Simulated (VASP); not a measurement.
# AlP5 (P-62m) in VASP: a series of runs

Runs on AlP5. Level: PBE. Tasks: single point.

Program: VASP 6.6.1. These are calculated values, not measurements. Logs are shortened: lines on timing, memory, paths and dates and some standing lists are left out, and cuts for length are marked.

**1. The cell of the first run**

It takes space group P-62m (No. 189, hexagonal). Conventional cell: a = 5.235 Å, b = 5.235 Å, c = 7.887 Å, α = 90.00°, β = 90.00°, γ = 120.00°. Al (site symmetry -62m) has 2 P at 2.70 Å within 3.6 Å. Within 3.0 Å of P (site symmetry m2m) lie 6 P at 2.29 to 2.88 Å. P (site symmetry 3m) has 4 P at 2.29 to 2.49 Å and 1 Al at 2.70 Å within 3.0 Å.

The cell was generated, and may not be a known phase.

**2. Single point, PBE**

Input file INCAR:

```
ALGO = Normal ; EDIFF = 1E-7
ENCUT = 520 ; GGA = PE
ISIF = 2 ; ISMEAR = 0
LASPH = True ; LCHARG = False
LREAL = False ; LWAVE = False
NBANDS = 23 ; NELM = 100
PREC = Accurate ; SIGMA = 0.1
```

Input file KPOINTS:

```
k-points
0
Gamma
  6 6 2
```

Input file POSCAR:

```
AlP5
1.0
    5.2350455961      0.0000000039      0.0000000000
   -2.6175228014      4.5336824742      0.0000000000
    0.0000000000      0.0000000000      7.8866732998
Al P
1 5
Direct
    0.0000000000      0.0000000000      0.5000000000
    0.6330080609      0.0000000000      0.0000000000
    0.0000000000      0.6330080609      0.0000000000
    0.3669919391      0.3669919391      0.0000000000
    0.0000000000      0.0000000000      0.1579487517
    0.0000000000      0.0000000000      0.8420512483
```

Potentials or basis: VASP PAW PBE potentials, release 64 (Al, P).

On the command line:

```sh
$ cat potpaw_PBE.64/Al/POTCAR potpaw_PBE.64/P/POTCAR > POTCAR
$ mpirun -np 1 vasp_std > vasp.out
```

OUTCAR:

```text
EDIFF = 1E-7
   ENCUT = 520
   GGA = PE
   ISIF = 2
   ISMEAR = 0
   LASPH = True
   LREAL = False
   NELM = 100
   PREC = Accurate

 ion  position               nearest neighbor table
   1  0.000  0.000  0.500-   5 2.70   6 2.70
   2  0.633  0.000  0.000-   5 2.29   6 2.29   4 2.88   3 2.88   4 2.88   3 2.88
   3  0.000  0.633  0.000-   5 2.29   6 2.29   2 2.88   4 2.88   2 2.88   4 2.88
   4  0.367  0.367  0.000-   5 2.29   6 2.29   2 2.88   2 2.88   3 2.88   3 2.88
   5  0.000  0.000  0.158-   3 2.29   4 2.29   2 2.29   6 2.49   1 2.70
   6  0.000  0.000  0.842-   3 2.29   4 2.29   2 2.29   5 2.49   1 2.70

  LATTYP: Found a hexagonal cell.
 ALAT       =     5.2350455961
 C/A-ratio  =     1.5065147294

  Lattice vectors:

 A1 = (   5.2350455961,   0.0000000039,   0.0000000000)
 A2 = (  -2.6175228014,   4.5336824742,   0.0000000000)
 A3 = (   0.0000000000,   0.0000000000,   7.8866732998)

Analysis of symmetry for initial positions (statically):
=====================================================================
 Subroutine PRICEL returns:
 Original cell was already a primitive cell.

 Routine SETGRP: Setting up the symmetry group for a
 hexagonal supercell.

 Subroutine GETGRP returns: Found 12 space group operations
 (whereof 12 operations were pure point group operations)
 out of a pool of 24 trial point group operations.

The static configuration has the point symmetry D_3h.

Analysis of symmetry for dynamics (positions and initial velocities):
=====================================================================
 Subroutine PRICEL returns:
 Original cell was already a primitive cell.

 Routine SETGRP: Setting up the symmetry group for a
 hexagonal supercell.

 Subroutine GETGRP returns: Found 12 space group operations
 (whereof 12 operations were pure point group operations)
 out of a pool of 24 trial point group operations.

The dynamic configuration has the point symmetry D_3h.

 Subroutine INISYM returns: Found 12 space group operations
 (whereof 12 operations are pure point group operations),
 and found     1 'primitive' translations

----------------------------------------------------------------------------------------

                                     Primitive cell

  volume of cell :     187.1826

  direct lattice vectors                    reciprocal lattice vectors
     5.235045596  0.000000004  0.000000000     0.191020304  0.110285624  0.000000000
    -2.617522801  4.533682474  0.000000000    -0.000000000  0.220571248  0.000000000
     0.000000000  0.000000000  7.886673300     0.000000000  0.000000000  0.126796174

  length of vectors
     5.235045596  5.235045596  7.886673300     0.220571248  0.220571248  0.126796174

  position of ions in fractional coordinates (direct lattice)
     0.000000000  0.000000000  0.500000000
     0.633008061  1.000000000  0.000000000
     0.000000000  0.633008061  0.000000000
     0.366991939  0.366991939  0.000000000
     0.000000000  0.000000000  0.157948752
     0.000000000  0.000000000  0.842051248

  ion indices of the primitive-cell ions
   primitive index   ion index
                 1           1
                 2           2
                 3           3
                 4           4
                 5           5
                 6           6

----------------------------------------------------------------------------------------

 KPOINTS: k-points

Automatic generation of k-mesh.
 Grid dimensions read from file:
 generate k-points for:    6    6    2

 Generating k-lattice:

  Cartesian coordinates                     Fractional coordinates (reciprocal lattice)
     0.031836717  0.018380937  0.000000000     0.166666667  0.000000000  0.000000000
    -0.000000000  0.036761875  0.000000000    -0.000000000  0.166666667  0.000000000
     0.000000000  0.000000000  0.063398087     0.000000000  0.000000000  0.500000000

  Length of vectors
     0.036761875  0.036761875  0.063398087

  Shift w.r.t. Gamma in fractional coordinates (k-lattice)
     0.000000000  0.000000000  0.000000000

 Subroutine IBZKPT returns following result:
 ===========================================

 Found     14 irreducible k-points:

 Following reciprocal coordinates:
            Coordinates               Weight
  0.000000  0.000000  0.000000      1.000000
  0.166667  0.000000  0.000000      6.000000
  0.333333 -0.000000  0.000000      6.000000
  0.500000 -0.000000  0.000000      3.000000
  0.166667  0.166667  0.000000      6.000000
  0.333333  0.166667  0.000000     12.000000
  0.333333  0.333333  0.000000      2.000000
  0.000000  0.000000  0.500000      1.000000
  0.166667  0.000000  0.500000      6.000000
  0.333333 -0.000000  0.500000      6.000000
  0.500000 -0.000000  0.500000      3.000000
  0.166667  0.166667  0.500000      6.000000
  0.333333  0.166667  0.500000     12.000000
  0.333333  0.333333  0.500000      2.000000
   k-points           NKPTS =     14   k-points in BZ     NKDIM =     14   number of bands    NBANDS=     23
   number of dos      NEDOS =    301   number of ions     NIONS =      6
   total plane-waves  NPLWV =  96000
   dimension x,y,z NGX =    40 NGY =   40 NGZ =   60
   dimension x,y,z NGXF=    80 NGYF=   80 NGZF=  120
   ions per type =               1   5
   NGX,Y,Z   is equivalent  to a cutoff of  12.70, 12.70, 12.65 a.u.
   NGXF,Y,Z  is equivalent  to a cutoff of  25.41, 25.41, 25.30 a.u.
 SYSTEM =  unknown system
   PREC   = accura    normal or accurate (medium, high low for compatibility)
   ISTART =      0    job   : 0-new  1-cont  2-samecut
   ICHARG =      2    charge: 1-file 2-atom 10-const
   ISPIN  =      1    spin polarized calculation?
   LNONCOLLINEAR =      F non collinear calculations
   LSORBIT =      F    spin-orbit coupling
   LASPH  =      T    aspherical Exc in radial PAW
   ENCUT  =  520.0 eV  38.22 Ry    6.18 a.u.   9.73  9.73 14.66*2*pi/ulx,y,z
   NELM   =    100;   NELMIN=  2; NELMDL= -5     # of ELM steps
   EDIFF  = 0.1E-06   stopping-criterion for ELM
   LREAL  =      F    real-space projection
   EDIFFG = 0.1E-05   stopping-criterion for IOM
   NSW    =      0    number of steps for IOM
   IBRION =     -1    ionic relax: 0-MD 1-quasi-New 2-CG
   NFREE  =      0    steps in history (QN), initial steepest desc. (CG)
   ISIF   =      2    stress and relaxation
   ISYM   =      2    0-nonsym 1-usesym 2-fastsym
   POTIM  = 0.5000    time-step for ionic-motion
   TEBEG  =    0.0;   TEEND  =   0.0 temperature during run
   PSTRESS=    0.0 pullay stress
   NELECT =      28.0000    total number of electrons
   NUPDOWN=      -1.0000    fix difference up-down
   EMIN   =  10.00;   EMAX   =-10.00  energy-range for DOS
   EFERMI =   0.00;   METHOD = LEGACY
   ISMEAR =     0;   SIGMA  =   0.10  broadening in eV -4-tet -1-fermi 0-gaus
   EFERMI_NEDOS =   21; number of points for ismear=-14 and -15
   IALGO  =     38    algorithm
   IMIX   =      4    mixing-type and parameters
     AMIX     =   0.40;   BMIX     =  1.00
     AMIX_MAG =   1.60;   BMIX_MAG =  1.00
  volume/ion in A,a.u.               =      31.20       210.53
  Fermi-wavevector in a.u.,A,eV,Ry     =   0.869039  1.642245 10.275500  0.755228
  Thomas-Fermi vector in A             =   1.987803
   LORBIT       =      0    0 simple, 1 ext, 2 COOP (PROOUT), +10 PAW based schemes
   GGA     = PE    functional components
   LHFCALC =     F    Hartree Fock is set to
   AEXX    =    0.0000 exact exchange contribution
   IVDW    =     0    specifies the selected vdW correction
   LEPSILON=     F    determine dielectric tensor
   LRPA    =     F    only Hartree local field effects (RPA)
 non-spin polarized calculation
 Gauss-broadening in eV      SIGMA  =   0.10
  energy-cutoff  :      520.00
  volume of cell :      187.18
 maximum number of plane-waves:      5070
 NGX is ok and might be reduce to    40
   NGX = 19   NGY = 19   NGZ = 29

 number of electron      28.0000002 magnetization

 Free energy of the ion-electron system (eV)
  ---------------------------------------------------
  ext. energy  EPLUGINS =         0.00000000
  ---------------------------------------------------
  free energy    TOTEN  =       -26.28594761 eV

  energy without entropy =      -26.27161284  energy(sigma->0) =      -26.27878023

 E-fermi :   2.7615     XC(G=0):  -7.3625

 val. band max:        2.7432809849   @ k =   0.3333   0.1667   0.5000
 cond. band min:       2.9211529615   @ k =   0.1667   0.0000   0.0000
 fundamental gap:      0.1778719766
 Fermi energy:         2.7614646269

 k-point     1 :       0.0000    0.0000    0.0000
  band No.  band energies     occupation
      1     -12.7296      2.00000
      2      -7.7692      2.00000
      3      -7.1261      2.00000
      4      -7.1261      2.00000
      5      -6.2644      2.00000
      6      -3.6831      2.00000
[... 15 lines left out ...]
     22       6.9395      0.00000
     23       6.9395      0.00000

 k-point     2 :       0.1667    0.0000    0.0000
  band No.  band energies     occupation
      1     -12.6294      2.00000
      2      -7.8908      2.00000
      3      -7.7327      2.00000
      4      -7.3211      2.00000
      5      -5.6041      2.00000
      6      -3.6351      2.00000
[... 15 lines left out ...]
     22       6.9099      0.00000
     23       7.0222      0.00000

 k-point     3 :       0.3333   -0.0000    0.0000
  band No.  band energies     occupation
      1     -12.3936      2.00000
      2      -8.7841      2.00000
      3      -7.6564      2.00000
      4      -7.6320      2.00000
      5      -5.1528      2.00000
      6      -3.6330      2.00000
[... 15 lines left out ...]
     22       6.8882      0.00000
     23       6.9977      0.00000

 k-point     4 :       0.5000   -0.0000    0.0000
  band No.  band energies     occupation
      1     -12.2491      2.00000
      2      -9.1680      2.00000
      3      -7.7612      2.00000
      4      -7.6163      2.00000
      5      -5.1025      2.00000
      6      -3.6304      2.00000
[... 15 lines left out ...]
     22       6.7506      0.00000
     23       6.7907      0.00000

 k-point     5 :       0.1667    0.1667    0.0000
  band No.  band energies     occupation
      1     -12.4589      2.00000
      2      -8.4939      2.00000
      3      -7.7393      2.00000
      4      -7.6760      2.00000
      5      -4.9981      2.00000
      6      -3.4991      2.00000
[... 15 lines left out ...]
     22       7.1363      0.00000
     23       7.4829      0.00000

 k-point     6 :       0.3333    0.1667    0.0000
  band No.  band energies     occupation
      1     -12.2539      2.00000
      2      -8.9842      2.00000
      3      -8.1298      2.00000
      4      -7.6166      2.00000
      5      -4.6096      2.00000
      6      -3.4480      2.00000
[... 15 lines left out ...]
     22       6.7537      0.00000
     23       6.9119      0.00000

 k-point     7 :       0.3333    0.3333    0.0000
  band No.  band energies     occupation
      1     -12.1793      2.00000
      2      -8.7504      2.00000
      3      -8.7504      2.00000
      4      -7.5965      2.00000
      5      -4.2143      2.00000
      6      -2.8006      2.00000
[... 93 lines left out ...]
     22       5.6172      0.00000
     23       6.6989      0.00000

 k-point    11 :       0.5000   -0.0000    0.5000
  band No.  band energies     occupation
      1     -12.2450      2.00000
      2      -9.1674      2.00000
      3      -7.7606      2.00000
      4      -7.7000      2.00000
      5      -5.0453      2.00000
      6      -2.8808      2.00000
[... 15 lines left out ...]
     22       6.1541      0.00000
     23       6.2249      0.00000

 k-point    12 :       0.1667    0.1667    0.5000
  band No.  band energies     occupation
      1     -12.4553      2.00000
      2      -8.4921      2.00000
      3      -7.7599      2.00000
      4      -7.7388      2.00000
      5      -4.9029      2.00000
      6      -2.9692      2.00000
[... 15 lines left out ...]
     22       5.6645      0.00000
     23       6.6800      0.00000

 k-point    13 :       0.3333    0.1667    0.5000
  band No.  band energies     occupation
      1     -12.2499      2.00000
      2      -8.9835      2.00000
      3      -8.1291      2.00000
      4      -7.7003      2.00000
      5      -4.4687      2.00000
      6      -2.8207      2.00000
[... 15 lines left out ...]
     22       6.0203      0.00000
     23       6.2992      0.00000

 k-point    14 :       0.3333    0.3333    0.5000
  band No.  band energies     occupation
      1     -12.1751      2.00000
      2      -8.7499      2.00000
      3      -8.7499      2.00000
      4      -7.6801      2.00000
      5      -3.8425      2.00000
      6      -2.2981      2.00000
[... 15 lines left out ...]
     22       5.1460      0.00000
     23       5.8723      0.00000

------------------------ aborting loop because EDIFF is reached ----------------------------------------

  FORCE on cell =-STRESS in cart. coord.  units (eV):
  Direction    XX          YY          ZZ          XY          YZ          ZX
  --------------------------------------------------------------------------------------
  -------------------------------------------------------------------------------------
  Total       -0.2467117     -0.2467117      0.1178162     -0.0000000      0.0000000      0.0000000
  in kB       -2.1117130     -2.1117130      1.0084400     -0.0000000      0.0000000      0.0000000
  external PRESSURE =      -1.0716620 kB  Pullay stress =       0.0000000 kB

 VOLUME and BASIS-vectors are now :
 -----------------------------------------------------------------------------
  energy-cutoff  :      520.00
  volume of cell :      187.18
      direct lattice vectors                 reciprocal lattice vectors
     5.235045596  0.000000004  0.000000000     0.191020304  0.110285624  0.000000000
    -2.617522801  4.533682474  0.000000000    -0.000000000  0.220571248  0.000000000
     0.000000000  0.000000000  7.886673300     0.000000000  0.000000000  0.126796174

 POSITION                                       TOTAL-FORCE (eV/Angst)
 -----------------------------------------------------------------------------------
      0.00000      0.00000      3.94334        -0.000000     -0.000000      0.000000
      3.31383      0.00000      0.00000         0.071667      0.000000      0.000000
     -1.65691      2.86986      0.00000        -0.035834      0.062066      0.000000
      0.96061      1.66382      0.00000        -0.035834     -0.062066      0.000000
      0.00000      0.00000      1.24569        -0.000000     -0.000000     -0.066637
      0.00000      0.00000      6.64098        -0.000000     -0.000000      0.066637
 -----------------------------------------------------------------------------------
    total drift:                               -0.000000     -0.000000     -0.000000

  FREE ENERGIE OF THE ION-ELECTRON SYSTEM (eV)
  ---------------------------------------------------
  free  energy   TOTEN  =       -26.2859476146 eV

  energy  without entropy=      -26.2716128377  energy(sigma->0) =      -26.27878023
```

Run time: 2.4 min. Hardware: 1 thread of Intel Xeon 8259CL, shared host; peak memory 0.3 GiB.

Results:

| Item | Value |
| --- | --- |
| Free energy | -26.2859 eV |
| Pressure | -0.1 GPa |
| Largest force | 0.072 eV/Å |
| Band gap on the k mesh | zero (bands 14 and 15 overlap by 1.34 eV) |

Forces on the atoms (eV/Å):
```
Al   0.000  0.000  0.000
P    0.072  0.000  0.000
P   -0.036  0.062  0.000
P   -0.036 -0.062  0.000
P    0.000  0.000 -0.067
P    0.000  0.000  0.067
```

Caveat: the k points lie up to 0.40 Å⁻¹ apart, too coarse for converged energies and pressures of a metal.

**3. Single point, PBE**

This run uses another cell than the first one, of 30.88 Å³/atom.

Input file INCAR:

```
  ALGO = Normal
  EDIFF = 1E-7
  ENCUT = 520
  GGA = PE
  ISIF = 2
  ISMEAR = 0
  LASPH = True
  LCHARG = False
  LREAL = False
  LWAVE = False
  NBANDS = 23
  NELM = 60
  PREC = Accurate
  SIGMA = 0.1
```

Input file KPOINTS:

```
k-points
0
Gamma
  12 12 6
```

Input file POSCAR:

```
AlP5
1.0
    5.1716032995      0.0000000000      0.0000000000
   -2.5858016497      4.4787398357      0.0000000000
    0.0000000000      0.0000000000      7.9995788283
Al P
1 5
Direct
    0.0000000000      0.0000000000      0.5000000000
    0.6285950309      0.0000000000      0.0000000000
    0.0000000000      0.6285950309      0.0000000000
    0.3714049691      0.3714049691      0.0000000000
    0.0000000000      0.0000000000      0.1585283932
    0.0000000000      0.0000000000      0.8414716068
```

Potentials or basis: VASP PAW PBE potentials, release 64 (Al, P).

On the command line:

```sh
$ cat potpaw_PBE.64/Al/POTCAR potpaw_PBE.64/P/POTCAR > POTCAR
$ mpirun -np 1 vasp_std > vasp.out
```

Wall time 11 min (1 thread of Intel Xeon 8259CL, shared host); peak memory 0.46 GiB.

The run converged. Its results:

```yaml
Free_energy: -26.1478 eV
Pressure: -0.1 GPa
Largest_force: 0.066 eV/Å
Band_gap_on_the_k_mesh: zero (bands 14 and 15 overlap by 1.31 eV)
```

Forces on the atoms (eV/Å):
```
Al   0.000  0.000  0.000
P    0.056  0.000  0.000
P   -0.028  0.049  0.000
P   -0.028 -0.049  0.000
P    0.000  0.000 -0.066
P    0.000  0.000  0.066
```

Levels at points of the mesh, in eV from the Fermi level:
```tsv
k point	band 12	band 13	band 14	band 15	band 16	band 17
(0.00, 0.00, 0.00)	-2.63	-2.16	-0.29	1.05	1.05	1.41
(0.50, 0.00, 0.00)	-2.05	-1.43	-1.37	-0.23	0.28	0.76
(0.00, 0.00, 0.50)	-3.69	-1.59	1.08	1.08	2.00	2.18
(0.50, 0.00, 0.50)	-1.63	-1.24	-0.45	0.07	0.78	1.18
```

The gap in the log of VASP goes by the Fermi energy; the results here count the filled bands.